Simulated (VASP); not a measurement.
# Na (I4/mmm) in VASP: single point with LDA

Aim: the single point of Na with LDA.

Everything below comes from runs of VASP 6.6.1. Logs are shortened: lines on timing, memory, paths and dates and some standing lists are left out, and cuts for length are marked.

## (1) The cell of the first run

The structure is tetragonal, space group I4/mmm (No. 139). The conventional cell has a = 3.716 Å, b = 3.716 Å, c = 5.449 Å, α = 90.00°, β = 90.00°, γ = 90.00°. Na (site symmetry 4/mmm) has 12 Na at 3.72 to 3.78 Å within 4.9 Å.

## (2) Single point, LDA

File INCAR:

```
SYSTEM = Na
ALGO     = Fast           ! electronic algorithm
EDIFF    = 1E-6           ! SCF threshold, eV
ENCUT    = 520            ! plane-wave cutoff, eV
GGA      = CA             ! functional
ISIF     = 2              ! what is computed and relaxed
ISMEAR   = 0              ! smearing method
LASPH    = .True.         ! aspherical terms in the spheres
LCHARG   = .False.        ! write CHGCAR
LREAL    = .False.        ! projectors in reciprocal space
LWAVE    = .False.        ! write WAVECAR
NBANDS   = 10             ! bands
NELM     = 100            ! most SCF steps
PREC     = Accurate       ! precision mode
SIGMA    = 0.15           ! smearing width, eV
```

File KPOINTS:

```
k-points
0
Gamma
  20 20 20
  0 0 0
```

File POSCAR:

```
Na
1.0
   -1.8578294455      1.8578294455      2.7244691458
    1.8578294455     -1.8578294455      2.7244691458
    1.8578294455      1.8578294455     -2.7244691458
Na
1
Direct
    0.0000000000      0.0000000000      0.0000000000
```

Potentials or basis: VASP PAW LDA potentials, release 64 (Na_pv).

Run with:

```console
cat potpaw_LDA.64/Na_pv/POTCAR > POTCAR
mpirun -np 1 vasp_std > vasp.out
```

OUTCAR:

```text
SYSTEM = Na
   EDIFF = 1E-6
   ENCUT = 520
   GGA = CA
   ISIF = 2
   ISMEAR = 0
   LASPH = .True.
   LREAL = .False.
   NELM = 100
   PREC = Accurate

 ion  position               nearest neighbor table
   1  0.000  0.000  0.000-

  LATTYP: Found a body centered tetragonal cell.
 ALAT       =     3.7156588910
 C/A-ratio  =     1.4664796881

  Lattice vectors:

 A1 = (  -1.8578294455,   1.8578294455,   2.7244691458)
 A2 = (   1.8578294455,  -1.8578294455,   2.7244691458)
 A3 = (   1.8578294455,   1.8578294455,  -2.7244691458)

Analysis of symmetry for initial positions (statically):
=====================================================================
 Subroutine PRICEL returns:
 Original cell was already a primitive cell.

 Routine SETGRP: Setting up the symmetry group for a
 body centered tetragonal supercell.

 Subroutine GETGRP returns: Found 16 space group operations
 (whereof 16 operations were pure point group operations)
 out of a pool of 16 trial point group operations.

The static configuration has the point symmetry D_4h.

Analysis of symmetry for dynamics (positions and initial velocities):
=====================================================================
 Subroutine PRICEL returns:
 Original cell was already a primitive cell.

 Routine SETGRP: Setting up the symmetry group for a
 body centered tetragonal supercell.

 Subroutine GETGRP returns: Found 16 space group operations
 (whereof 16 operations were pure point group operations)
 out of a pool of 16 trial point group operations.

The dynamic configuration has the point symmetry D_4h.

 Subroutine INISYM returns: Found 16 space group operations
 (whereof 16 operations are pure point group operations),
 and found     1 'primitive' translations

----------------------------------------------------------------------------------------

                                     Primitive cell

  volume of cell :      37.6144

  direct lattice vectors                    reciprocal lattice vectors
    -1.857829445  1.857829445  2.724469146     0.000000000  0.269131271  0.183521990
     1.857829445 -1.857829445  2.724469146     0.269131271  0.000000000  0.183521990
     1.857829445  1.857829445 -2.724469146     0.269131271  0.269131271  0.000000000

  length of vectors
     3.784942882  3.784942882  3.784942882     0.325748311  0.325748311  0.380609094

  position of ions in fractional coordinates (direct lattice)
     0.000000000  0.000000000  0.000000000

  ion indices of the primitive-cell ions
   primitive index   ion index
                 1           1

----------------------------------------------------------------------------------------

 KPOINTS: k-points

Automatic generation of k-mesh.
 Grid dimensions read from file:
 generate k-points for:   20   20   20

 Generating k-lattice:

  Cartesian coordinates                     Fractional coordinates (reciprocal lattice)
     0.000000000  0.013456564  0.009176100     0.050000000 -0.000000000  0.000000000
     0.013456564  0.000000000  0.009176100    -0.000000000  0.050000000  0.000000000
     0.013456564  0.013456564  0.000000000     0.000000000  0.000000000  0.050000000

  Length of vectors
     0.016287416  0.016287416  0.019030455

  Shift w.r.t. Gamma in fractional coordinates (k-lattice)
     0.000000000  0.000000000  0.000000000

 Subroutine IBZKPT returns following result:
 ===========================================

 Found    641 irreducible k-points:

 Following reciprocal coordinates:
            Coordinates               Weight
  0.000000  0.000000  0.000000      1.000000
  0.050000 -0.000000  0.000000      8.000000
  0.100000  0.000000  0.000000      8.000000
  0.150000  0.000000  0.000000      8.000000
  0.200000  0.000000  0.000000      8.000000
  0.250000  0.000000  0.000000      8.000000
[... 16 lines left out ...]
 -0.400000  0.050000  0.000000     16.000000
 -0.350000  0.050000 -0.000000     16.000000
 [... further k-points ...]
   k-points           NKPTS =    641   k-points in BZ     NKDIM =    641   number of bands    NBANDS=     10
   number of dos      NEDOS =    301   number of ions     NIONS =      1
   total plane-waves  NPLWV =  21952
   dimension x,y,z NGX =    28 NGY =   28 NGZ =   28
   dimension x,y,z NGXF=    56 NGYF=   56 NGZF=   56
   ions per type =               1
   NGX,Y,Z   is equivalent  to a cutoff of  12.30, 12.30, 12.30 a.u.
   NGXF,Y,Z  is equivalent  to a cutoff of  24.60, 24.60, 24.60 a.u.
 SYSTEM =  Na
   PREC   = accura    normal or accurate (medium, high low for compatibility)
   ISTART =      0    job   : 0-new  1-cont  2-samecut
   ICHARG =      2    charge: 1-file 2-atom 10-const
   ISPIN  =      1    spin polarized calculation?
   LNONCOLLINEAR =      F non collinear calculations
   LSORBIT =      F    spin-orbit coupling
   LASPH  =      T    aspherical Exc in radial PAW
   ENCUT  =  520.0 eV  38.22 Ry    6.18 a.u.   7.04  7.04  7.04*2*pi/ulx,y,z
   NELM   =    100;   NELMIN=  2; NELMDL= -5     # of ELM steps
   EDIFF  = 0.1E-05   stopping-criterion for ELM
   LREAL  =      F    real-space projection
   EDIFFG = 0.1E-04   stopping-criterion for IOM
   NSW    =      0    number of steps for IOM
   IBRION =     -1    ionic relax: 0-MD 1-quasi-New 2-CG
   NFREE  =      0    steps in history (QN), initial steepest desc. (CG)
   ISIF   =      2    stress and relaxation
   ISYM   =      2    0-nonsym 1-usesym 2-fastsym
   POTIM  = 0.5000    time-step for ionic-motion
   TEBEG  =    0.0;   TEEND  =   0.0 temperature during run
   PSTRESS=    0.0 pullay stress
   NELECT =       7.0000    total number of electrons
   NUPDOWN=      -1.0000    fix difference up-down
   EMIN   =  10.00;   EMAX   =-10.00  energy-range for DOS
   EFERMI =   0.00;   METHOD = LEGACY
   ISMEAR =     0;   SIGMA  =   0.15  broadening in eV -4-tet -1-fermi 0-gaus
   EFERMI_NEDOS =   21; number of points for ismear=-14 and -15
   IALGO  =     68    algorithm
   IMIX   =      4    mixing-type and parameters
     AMIX     =   0.40;   BMIX     =  1.00
     AMIX_MAG =   1.60;   BMIX_MAG =  1.00
  volume/ion in A,a.u.               =      37.61       253.83
  Fermi-wavevector in a.u.,A,eV,Ry     =   0.934666  1.766262 11.886050  0.873600
  Thomas-Fermi vector in A             =   2.061494
   LORBIT       =      0    0 simple, 1 ext, 2 COOP (PROOUT), +10 PAW based schemes
   GGA     = CA    functional components
   LHFCALC =     F    Hartree Fock is set to
   AEXX    =    0.0000 exact exchange contribution
   IVDW    =     0    specifies the selected vdW correction
   LEPSILON=     F    determine dielectric tensor
   LRPA    =     F    only Hartree local field effects (RPA)
 non-spin polarized calculation
 RMM-DIIS sequential band-by-band and
 Gauss-broadening in eV      SIGMA  =   0.15
  energy-cutoff  :      520.00
  volume of cell :       37.61
 maximum number of plane-waves:      1038
   NGX = 13   NGY = 13   NGZ = 13

 number of electron       7.0000001 magnetization

 Free energy of the ion-electron system (eV)
  ---------------------------------------------------
  ext. energy  EPLUGINS =         0.00000000
  ---------------------------------------------------
  free energy    TOTEN  =        -1.44430908 eV

  energy without entropy =       -1.43868048  energy(sigma->0) =       -1.44149478

 E-fermi :   0.1289     XC(G=0):  -6.6869

 val. band max:        0.1189183870   @ k =  -0.4000  -0.4000   0.4000
 cond. band min:       0.1331110693   @ k =  -0.3000  -0.3500   0.1000
 fundamental gap:      0.0141926823
 Fermi energy:         0.1288849498

 k-point     1 :       0.0000    0.0000    0.0000
  band No.  band energies     occupation
      1     -24.8312      2.00000
      2     -24.8312      2.00000
      3     -24.8310      2.00000
      4      -3.1326      2.00000
      5      10.9884      0.00000
      6      11.1290      0.00000
      7      11.1290      0.00000
      8      12.3300      0.00000
      9      12.5278      0.00000
     10      12.5484      0.00000

 k-point     2 :       0.0500   -0.0000    0.0000
  band No.  band energies     occupation
      1     -24.8320      2.00000
      2     -24.8313      2.00000
      3     -24.8312      2.00000
      4      -3.0914      2.00000
      5      10.2923      0.00000
      6      10.9266      0.00000
      7      11.0360      0.00000
      8      12.3558      0.00000
      9      12.6885      0.00000
     10      12.7251      0.00000

 k-point     3 :       0.1000    0.0000    0.0000
  band No.  band energies     occupation
      1     -24.8344      2.00000
      2     -24.8316      2.00000
      3     -24.8315      2.00000
      4      -2.9678      2.00000
      5       9.0947      0.00000
      6      10.6881      0.00000
      7      10.8395      0.00000
      8      12.1531      0.00000
      9      13.0863      0.00000
     10      13.1544      0.00000

 k-point     4 :       0.1500    0.0000    0.0000
  band No.  band energies     occupation
      1     -24.8382      2.00000
      2     -24.8322      2.00000
      3     -24.8320      2.00000
      4      -2.7624      2.00000
      5       7.8811      0.00000
      6      10.4396      0.00000
      7      10.6376      0.00000
      8      11.9097      0.00000
      9      13.3453      0.00000
     10      13.6100      0.00000
[... 222 lines left out ...]
 k-point    22 :      -0.4500    0.0500   -0.0000
  band No.  band energies     occupation
      1     -24.8635      2.00000
      2     -24.8367      2.00000
      3     -24.8353      2.00000
      4      -0.0757      1.94623
      5       1.9898      0.00000
      6       9.4136      0.00000
      7       9.8749      0.00000
      8      10.7215      0.00000
      9      11.5025      0.00000
     10      12.2431      0.00000

 k-point    23 :      -0.4000    0.0500    0.0000
  band No.  band energies     occupation
      1     -24.8607      2.00000
      2     -24.8363      2.00000
      3     -24.8348      2.00000
      4      -0.7155      2.00000
      5       2.8826      0.00000
      6       9.3748      0.00000
      7       9.9546      0.00000
      8      10.8914      0.00000
      9      11.7730      0.00000
     10      12.2802      0.00000

 k-point    24 :      -0.3500    0.0500   -0.0000
  band No.  band energies     occupation
      1     -24.8567      2.00000
      2     -24.8357      2.00000
      3     -24.8343      2.00000
      4      -1.2850      2.00000
      5       3.8441      0.00000
      6       9.3854      0.00000
      7      10.0152      0.00000
      8      11.2200      0.00000
      9      12.0474      0.00000
     10      12.3973      0.00000

 [... further k-points ...]

------------------------ aborting loop because EDIFF is reached ----------------------------------------

  FORCE on cell =-STRESS in cart. coord.  units (eV):
  Direction    XX          YY          ZZ          XY          YZ          ZX
  --------------------------------------------------------------------------------------
  -------------------------------------------------------------------------------------
  Total       -0.2264172     -0.2264172     -0.2443965      0.0000000      0.0000000      0.0000000
  in kB       -9.6442067     -9.6442067    -10.4100309      0.0000000      0.0000000      0.0000000
  external PRESSURE =      -9.8994815 kB  Pullay stress =       0.0000000 kB

 VOLUME and BASIS-vectors are now :
 -----------------------------------------------------------------------------
  energy-cutoff  :      520.00
  volume of cell :       37.61
      direct lattice vectors                 reciprocal lattice vectors
    -1.857829445  1.857829445  2.724469146     0.000000000  0.269131271  0.183521990
     1.857829445 -1.857829445  2.724469146     0.269131271  0.000000000  0.183521990
     1.857829445  1.857829445 -2.724469146     0.269131271  0.269131271  0.000000000

 POSITION                                       TOTAL-FORCE (eV/Angst)
 -----------------------------------------------------------------------------------
      0.00000      0.00000      0.00000         0.000000     -0.000000      0.000000
 -----------------------------------------------------------------------------------
    total drift:                                0.000000     -0.000000     -0.000000

  FREE ENERGIE OF THE ION-ELECTRON SYSTEM (eV)
  ---------------------------------------------------
  free  energy   TOTEN  =        -1.4443090818 eV

  energy  without entropy=       -1.4386804825  energy(sigma->0) =       -1.44149478
```

Wall time 76 s (1 thread of Intel Xeon 6975P-C (Granite Rapids), shared host); peak memory 0.28 GiB.

What came out:

```
Free energy            : -1.4443 eV
Pressure               : -1.0 GPa
Band gap on the k mesh : zero (an odd number of electrons rules out a gap without spin polarisation)
```

Stress tensor (GPa, compression positive):
```
-0.96  0.00  0.00
 0.00 -0.96  0.00
 0.00  0.00 -1.04
```
